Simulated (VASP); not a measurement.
# CdF2 (Fm-3m) in VASP: a series of runs, part 2 of 3

VASP 6.6.1.

**3. Relaxation of cell and atoms, r2SCAN**

POSCAR

```
CdF2
1.0
    0.0000000000      2.7048280000      2.7048280000
    2.7048280000      0.0000000000      2.7048280000
    2.7048280000      2.7048280000      0.0000000000
Cd F
1 2
Direct
    0.0000000000      0.0000000000      0.0000000000
    0.2500000000      0.2500000000      0.2500000000
    0.7500000000      0.7500000000      0.7500000000
```

INCAR.step1

```
ALGO = Normal
EDIFF = 1E-4
ENCUT = 600
GGA = PE
ISMEAR = -1
LASPH = True
LCHARG = False
LREAL = False
LWAVE = True
NELM = 100
PREC = Accurate
SIGMA = 0.0521
```

INCAR.step2

```
ALGO = Normal
EDIFF = 1E-6
EDIFFG = -0.01
ENCUT = 600
IBRION = 2
ISIF = 3
ISMEAR = -1
ISTART = 1
LASPH = True
LCHARG = False
LMIXTAU = True
LREAL = False
LWAVE = False
METAGGA = R2SCAN
NELM = 100
NSW = 60
PREC = Accurate
SIGMA = 0.0521
```

KPOINTS

```
k-points
0
Gamma
  6 6 6
```

Potentials or basis: VASP PAW PBE potentials, release 64 (Cd, F).

On the command line:

```
$ cat potpaw_PBE.64/Cd/POTCAR potpaw_PBE.64/F/POTCAR > POTCAR
$ cp INCAR.step1 INCAR
$ mpirun -np 1 vasp_std > vasp.out
$ cp INCAR.step2 INCAR
$ mpirun -np 1 vasp_std > vasp.out
```

OUTCAR:

```text
EDIFF = 1E-6
   EDIFFG = -0.01
   ENCUT = 600
   IBRION = 2
   ISIF = 3
   ISMEAR = -1
   ISTART = 1
   LASPH = True
   LREAL = False
   METAGGA = R2SCAN
   NELM = 100
   NSW = 60
   PREC = Accurate

 ion  position               nearest neighbor table
   1  0.000  0.000  0.000-   2 2.34   3 2.34   3 2.34   3 2.34   3 2.34   2 2.34   2 2.34   2 2.34

   2  0.250  0.250  0.250-   1 2.34   1 2.34   1 2.34   1 2.34
   3  0.750  0.750  0.750-   1 2.34   1 2.34   1 2.34   1 2.34

  LATTYP: Found a face centered cubic cell.
 ALAT       =     5.4096560000

  Lattice vectors:

 A1 = (   0.0000000000,   2.7048280000,   2.7048280000)
 A2 = (   2.7048280000,   0.0000000000,   2.7048280000)
 A3 = (   2.7048280000,   2.7048280000,   0.0000000000)

Analysis of symmetry for initial positions (statically):
=====================================================================
 Subroutine PRICEL returns:
 Original cell was already a primitive cell.

 Routine SETGRP: Setting up the symmetry group for a
 face centered cubic supercell.

 Subroutine GETGRP returns: Found 48 space group operations
 (whereof 48 operations were pure point group operations)
 out of a pool of 48 trial point group operations.

The static configuration has the point symmetry O_h .

Analysis of symmetry for dynamics (positions and initial velocities):
=====================================================================
 Subroutine PRICEL returns:
 Original cell was already a primitive cell.

 Routine SETGRP: Setting up the symmetry group for a
 face centered cubic supercell.

 Subroutine GETGRP returns: Found 48 space group operations
 (whereof 48 operations were pure point group operations)
 out of a pool of 48 trial point group operations.

The dynamic configuration has the point symmetry O_h .

 Subroutine INISYM returns: Found 48 space group operations
 (whereof 48 operations are pure point group operations),
 and found     1 'primitive' translations

----------------------------------------------------------------------------------------

                                     Primitive cell

  volume of cell :      39.5776

  direct lattice vectors                    reciprocal lattice vectors
     0.000000000  2.704828000  2.704828000    -0.184854638  0.184854638  0.184854638
     2.704828000  0.000000000  2.704828000     0.184854638 -0.184854638  0.184854638
     2.704828000  2.704828000  0.000000000     0.184854638  0.184854638 -0.184854638

  length of vectors
     3.825204441  3.825204441  3.825204441     0.320177625  0.320177625  0.320177625

  position of ions in fractional coordinates (direct lattice)
     0.000000000  0.000000000  0.000000000
     0.250000000  0.250000000  0.250000000
     0.750000000  0.750000000  0.750000000

  ion indices of the primitive-cell ions
   primitive index   ion index
                 1           1
                 2           2
                 3           3

----------------------------------------------------------------------------------------

 KPOINTS: k-points

Automatic generation of k-mesh.
 Grid dimensions read from file:
 generate k-points for:    6    6    6

 Generating k-lattice:

  Cartesian coordinates                     Fractional coordinates (reciprocal lattice)
    -0.030809106  0.030809106  0.030809106     0.166666667  0.000000000  0.000000000
     0.030809106 -0.030809106  0.030809106     0.000000000  0.166666667  0.000000000
     0.030809106  0.030809106 -0.030809106     0.000000000  0.000000000  0.166666667

  Length of vectors
     0.053362937  0.053362937  0.053362937

  Shift w.r.t. Gamma in fractional coordinates (k-lattice)
     0.000000000  0.000000000  0.000000000

 Subroutine IBZKPT returns following result:
 ===========================================

 Found     16 irreducible k-points:

 Following reciprocal coordinates:
            Coordinates               Weight
  0.000000  0.000000  0.000000      1.000000
  0.166667  0.000000  0.000000      8.000000
  0.333333  0.000000  0.000000      8.000000
  0.500000  0.000000  0.000000      4.000000
  0.166667  0.166667  0.000000      6.000000
  0.333333  0.166667  0.000000     24.000000
[... 8 lines left out ...]
 -0.333333  0.333333  0.166667     24.000000
 -0.333333  0.500000  0.166667     12.000000
   k-points           NKPTS =     16   k-points in BZ     NKDIM =     16   number of bands    NBANDS=     17
   number of dos      NEDOS =    301   number of ions     NIONS =      3
   total plane-waves  NPLWV =  32768
   dimension x,y,z NGX =    32 NGY =   32 NGZ =   32
   dimension x,y,z NGXF=    64 NGYF=   64 NGZF=   64
   ions per type =               1   2
   NGX,Y,Z   is equivalent  to a cutoff of  13.91, 13.91, 13.91 a.u.
   NGXF,Y,Z  is equivalent  to a cutoff of  27.81, 27.81, 27.81 a.u.
 SYSTEM =  unknown system
   PREC   = accura    normal or accurate (medium, high low for compatibility)
   ISTART =      1    job   : 0-new  1-cont  2-samecut
   ICHARG =      0    charge: 1-file 2-atom 10-const
   ISPIN  =      1    spin polarized calculation?
   LNONCOLLINEAR =      F non collinear calculations
   LSORBIT =      F    spin-orbit coupling
   LASPH  =      T    aspherical Exc in radial PAW
   ENCUT  =  600.0 eV  44.10 Ry    6.64 a.u.   7.64  7.64  7.64*2*pi/ulx,y,z
   NELM   =    100;   NELMIN=  2; NELMDL=  0     # of ELM steps
   EDIFF  = 0.1E-05   stopping-criterion for ELM
   LREAL  =      F    real-space projection
   EDIFFG = -.1E-01   stopping-criterion for IOM
   NSW    =     60    number of steps for IOM
   IBRION =      2    ionic relax: 0-MD 1-quasi-New 2-CG
   NFREE  =      1    steps in history (QN), initial steepest desc. (CG)
   ISIF   =      3    stress and relaxation
   ISYM   =      2    0-nonsym 1-usesym 2-fastsym
   POTIM  = 0.5000    time-step for ionic-motion
   TEBEG  =    0.0;   TEEND  =   0.0 temperature during run
   PSTRESS=    0.0 pullay stress
   NELECT =      26.0000    total number of electrons
   NUPDOWN=      -1.0000    fix difference up-down
   EMIN   =  10.00;   EMAX   =-10.00  energy-range for DOS
   EFERMI =   0.00;   METHOD = LEGACY
   ISMEAR =    -1;   SIGMA  =   0.05  broadening in eV -4-tet -1-fermi 0-gaus
   EFERMI_NEDOS =   21; number of points for ismear=-14 and -15
   IALGO  =     38    algorithm
   IMIX   =      4    mixing-type and parameters
     AMIX     =   0.40;   BMIX     =  1.00
     AMIX_MAG =   1.60;   BMIX_MAG =  1.00
  volume/ion in A,a.u.               =      13.19        89.03
  Fermi-wavevector in a.u.,A,eV,Ry     =   1.423147  2.689357 27.556507  2.025346
  Thomas-Fermi vector in A             =   2.543775
   LORBIT       =      0    0 simple, 1 ext, 2 COOP (PROOUT), +10 PAW based schemes
   METAGGA = R2SCAN    functional components
   LHFCALC =     F    Hartree Fock is set to
   AEXX    =    0.0000 exact exchange contribution
   IVDW    =     0    specifies the selected vdW correction
   LEPSILON=     F    determine dielectric tensor
   LRPA    =     F    only Hartree local field effects (RPA)
 conjugate gradient relaxation of ions
 non-spin polarized calculation
  energy-cutoff  :      600.00
  volume of cell :       39.58
 maximum number of plane-waves:      1363
 NGX is ok and might be reduce to    32
   NGX = 15   NGY = 15   NGZ = 15

--------------------------------------- Ionic step        1  -------------------------------------------

 number of electron      25.9999988 magnetization

 Free energy of the ion-electron system (eV)
  ---------------------------------------------------
  ext. energy  EPLUGINS =         0.00000000
  ---------------------------------------------------
  free energy    TOTEN  =       -33.72611233 eV

  energy without entropy =      -33.72611233  energy(sigma->0) =      -33.72611233

------------------------ aborting loop because EDIFF is reached ----------------------------------------

  FORCE on cell =-STRESS in cart. coord.  units (eV):
  Direction    XX          YY          ZZ          XY          YZ          ZX
  --------------------------------------------------------------------------------------
  -------------------------------------------------------------------------------------
  Total       -0.1427616     -0.1427616     -0.1427616      0.0000000      0.0000000      0.0000000
  in kB       -5.7792722     -5.7792722     -5.7792722      0.0000000      0.0000000      0.0000000
  external PRESSURE =      -5.7792722 kB  Pullay stress =       0.0000000 kB
[... 59 lines left out ...]
  energy  without entropy=      -33.7264573366  energy(sigma->0) =      -33.72645734

--------------------------------------- Ionic step        3  -------------------------------------------

 number of electron      25.9999990 magnetization

 Free energy of the ion-electron system (eV)
  ---------------------------------------------------
  ext. energy  EPLUGINS =         0.00000000
  ---------------------------------------------------
  free energy    TOTEN  =       -33.72649543 eV

  energy without entropy =      -33.72649543  energy(sigma->0) =      -33.72649543

 E-fermi :  -0.8210     XC(G=0): -11.0088

 val. band max:       -1.9417075162   @ k =  -0.3333   0.5000   0.1667
 cond. band min:       1.8061861213   @ k =   0.0000   0.0000   0.0000
 fundamental gap:      3.7478936376
 Fermi energy:        -0.8209677800

 k-point     1 :       0.0000    0.0000    0.0000
  band No.  band energies     occupation
      1     -23.8240      2.00000
      2     -22.7752      2.00000
      3      -7.5296      2.00000
      4      -7.5295      2.00000
      5      -7.5295      2.00000
      6      -6.3213      2.00000
[... 9 lines left out ...]
     16      11.6570      0.00000
     17      11.6570      0.00000
[... 328 lines left out ...]
  FREE ENERGIE OF THE ION-ELECTRON SYSTEM (eV)
  ---------------------------------------------------
  free  energy   TOTEN  =       -33.7264954271 eV

  energy  without entropy=      -33.7264954270  energy(sigma->0) =      -33.72649543

 reached required accuracy - stopping structural energy minimisation
```

Run time: 1.8 min. Hardware: 1 thread of Intel Xeon 8259CL, shared host; peak memory 0.2 GiB.

Results:

```yaml
Free_energy: -33.7265 eV
Relaxed_volume: 13.12 Å³/atom
Relaxed_cell: a = 3.819 Å, b = 3.819 Å, c = 3.819 Å, α = 60.00°, β = 60.00°, γ = 60.00°
Space_group_after_relaxing_to_0.1_Å: Fm-3m (No. 225)
Energy_gained_by_relaxing: 0.1 meV/atom
Ionic_steps: 3
Pressure_after_relaxing: 0.0 GPa
Band_gap_on_the_k_mesh: 3.75 eV (least direct gap 4.24 eV)
```

The path:
```csv
step,energy change (eV),largest force (eV/Å),pressure (GPa),volume (Å³)
1,0.0000,0.0000,-0.58,39.58
2,-0.0003,0.0000,0.20,39.31
3,-0.0004,0.0000,0.01,39.37
```

Final structure:
```
CELL_PARAMETERS angstrom
0.00000 2.70009 2.70009
2.70009 0.00000 2.70009
2.70009 2.70009 0.00000
ATOMIC_POSITIONS crystal
Cd 0.00000 0.00000 0.00000
F 0.25000 0.25000 0.25000
F 0.75000 0.75000 0.75000
```

Levels at points of the mesh, in eV from the valence-band top:
| k point | band 11 | band 12 | band 13 | band 14 | band 15 | band 16 |
| --- | --- | --- | --- | --- | --- | --- |
| (0.00, 0.00, 0.00) | -0.49 | -0.49 | -0.49 | 3.75 | 13.60 | 13.60 |
| (0.50, 0.00, 0.00) | -1.80 | -0.39 | -0.39 | 7.95 | 9.70 | 15.55 |
| (0.50, 0.50, 0.00) | -0.48 | -0.07 | -0.07 | 8.84 | 10.53 | 12.19 |

Caveat: the PAW data sets were made with another functional, which shifts forces and pressure a little. A k mesh can miss the band edges.

[end of part 2 of 3]
